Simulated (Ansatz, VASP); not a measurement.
NaHF2: VASP beside Ansatz

```xyz
4
Lattice="1.1854 -3.2543 0.0000 0.0000 1.8430 -2.9324 3.8742 3.2543 0.0000" Properties=species:S:1:pos:R:3 pbc="T T T"
Na    0.0000    0.0000    0.0000
H     2.5298    0.9215   -1.4662
F     1.3771    0.5016   -1.7301
F     3.6825    1.3414   -1.2023
```

Alike in both runs: task single point; functional PBEsol; k mesh 9 × 9 × 9; no spin polarisation.

|  | VASP | Ansatz |
| --- | --- | --- |
| version | VASP 6.6.1 | Ansatz 0.2.0 |
| potentials or method | VASP PAW PBE potentials, release 64 (Na_pv, H, F), cutoff 520 eV | PAW plane waves |
| occupations | fermi-dirac, width 0.1 eV | fermi-dirac |
| valence electrons in the cell | 22 | 24 |

|  | VASP | Ansatz | Ansatz less VASP |
| --- | --- | --- | --- |
| gap on the k mesh at the Fermi level (eV) | 6.58 | 6.61 | +0.028 |
| pressure (GPa) | -4.3 | -4.3 | +0.05 |
| traceless stress, the component that is largest in VASP (GPa) | -8.65 | -8.83 | -0.183 |
| rms of the force components (eV/Å) | 0.939 | 0.949 | +0.0107 |

VASP's potentials were made for PBE, not for PBEsol. Atom by atom the forces differ by 0.011 eV/Å (rms over components). VASP's potentials hold 22 valence electrons a cell and Ansatz's 24, so a difference there can come from the potentials and not from the codes. Ansatz's warnings: structure snapped to symmetry.
